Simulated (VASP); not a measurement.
Input of a VASP 6.6.1 run:

File INCAR:

```
SYSTEM = TePb
PREC     = Accurate       ! precision mode
ENCUT    = 600            ! plane-wave cutoff, eV
EDIFF    = 1E-6           ! SCF threshold, eV
ISMEAR   = 0              ! smearing method
SIGMA    = 0.02           ! smearing width, eV
LREAL    = .False.        ! projectors in reciprocal space
LASPH    = .True.         ! aspherical terms in the spheres
NELM     = 100            ! most SCF steps
ALGO     = Fast           ! electronic algorithm
ISIF     = 3              ! what is computed and relaxed
LWAVE    = .False.        ! write WAVECAR
LCHARG   = .False.        ! write CHGCAR
GGA      = PE             ! functional
IBRION   = 2              ! ionic algorithm
NSW      = 100            ! ionic steps
EDIFFG   = -0.005         ! ionic threshold
```

The input KPOINTS:

```
regular mesh
0
Gamma
  8 8 8
  0 0 0
```

POSCAR

```
TePb
1.0
    0.0000000000      3.2708968051      3.2708968051
    3.2708968051      0.0000000000      3.2708968051
    3.2708968051      3.2708968051      0.0000000000
Te Pb
1 1
Direct
    0.0000000000      0.0000000000      0.0000000000
    0.5000000000      0.5000000000      0.5000000000
```

Potentials or basis: VASP PAW PBE potentials, release 64 (Te, Pb_d).

The run is started by

```sh
$ cat potpaw_PBE.64/Te/POTCAR potpaw_PBE.64/Pb_d/POTCAR > POTCAR
$ mpirun -np 1 vasp_std > vasp.out
```

Problem. Predict the relaxed cell.

Solution. a = 4.644 Å, b = 4.644 Å, c = 4.644 Å, α = 60.00°, β = 60.00°, γ = 60.00°.

Problem. Estimate the band gap on the k mesh.

Solution. 0.83 eV.

The path:
| step | energy change (eV) | largest force (eV/Å) | pressure (GPa) | volume (Å³) |
| --- | --- | --- | --- | --- |
| 1 | 0.0000 | 0.0000 | 0.49 | 69.99 |
| 2 | -0.0012 | 0.0000 | -0.16 | 71.07 |
| 3 | -0.0013 | 0.0000 | 0.02 | 70.83 |

Caveat: spin-orbit coupling is left out, which moves the levels of the heavy elements. A k mesh can miss the band edges.
